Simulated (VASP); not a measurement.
Set up this calculation in VASP 6.6.1, as the native input.

* Task: single point
* Functional: PBEsol
* Potentials or basis: VASP PAW PBE potentials, release 64 (Co, Sn_d)
* Cutoff: 520 eV
* k mesh: 12 × 12 × 8
* Occupations: gaussian, width 0.1 eV
* Spin: no spin polarisation
* Dipole correction: no
* Further INCAR settings: ALGO = Fast; EDIFF = 1e-06; NBANDS = 44

The structure of CoSn lies in POSCAR:

```
CoSn
1.0
    5.3220891844      0.0000000000      0.0000000000
   -2.6610445922      4.6090644349      0.0000000000
    0.0000000000      0.0000000000      4.2502273832
Co Sn
3 3
Direct
    0.0000000000      0.5000000000      0.0000000000
    0.5000000000      0.5000000000      0.0000000000
    0.5000000000      0.0000000000      0.0000000000
    0.6666666667      0.3333333333      0.5000000000
    0.3333333333      0.6666666667      0.5000000000
    0.0000000000      0.0000000000      0.0000000000
```

This cell differs from its parent crystal: volume scaled by 1.06, then relaxed in part.

These files were run (other wordings do the same):

INCAR

```
  PREC = Accurate
  ENCUT = 520
  EDIFF = 1E-6
  ISMEAR = 0
  SIGMA = 0.1
  LREAL = False
  LASPH = True
  NELM = 60
  ALGO = Fast
  ISIF = 2
  LWAVE = False
  LCHARG = False
  GGA = PS
  NBANDS = 44
```

KPOINTS

```
Automatic mesh
0
Gamma
  12 12 8
```

Potentials or basis: VASP PAW PBE potentials, release 64 (Co, Sn_d).

Command:

```console
$ cat potpaw_PBE.64/Co/POTCAR potpaw_PBE.64/Sn_d/POTCAR > POTCAR
$ mpirun -np 1 vasp_std > vasp.out
```

Results of the run:

* Pressure: -7.4 GPa

Caveat: the PAW data sets were made with another functional, which shifts forces and pressure a little.

Run time: 6.6 min on 1 thread of Intel Xeon 6975P-C, on a shared host, peak memory 0.46 GiB.
